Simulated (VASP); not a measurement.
ScSi2:

```xyz
3
Lattice="3.6208 0.0000 0.0000 -1.8104 3.1357 0.0000 0.0000 0.0000 3.8231" Properties=species:S:1:pos:R:3 pbc="T T T"
Si   -0.0002    2.0906    1.9116
Si    1.8102    1.0451    1.9116
Sc    0.0000    0.0000    0.0000
```

Base run:

* Program: VASP 6.6.1
* Functional: revPBE
* Potentials or basis: VASP PAW PBE potentials, release 64 (Si, Sc_sv)
* Cutoff: 500 eV
* k mesh: 6 × 6 × 5
* Occupations: fermi-dirac, width 0.1 eV
* Spin: no spin polarisation

Its results: pressure 34.4 GPa; largest force 0.006 eV/Å.

Question: The run is repeated on the same cell with these changes: functional from revPBE to PBE. What comes out?

Answer: Pressure 32.2 GPa; largest force 0.006 eV/Å.

PBE binds more tightly than revPBE, so the same cell stands under less pressure.

Caveats: the PAW data sets were made with another functional, which shifts forces and pressure a little (some runs).
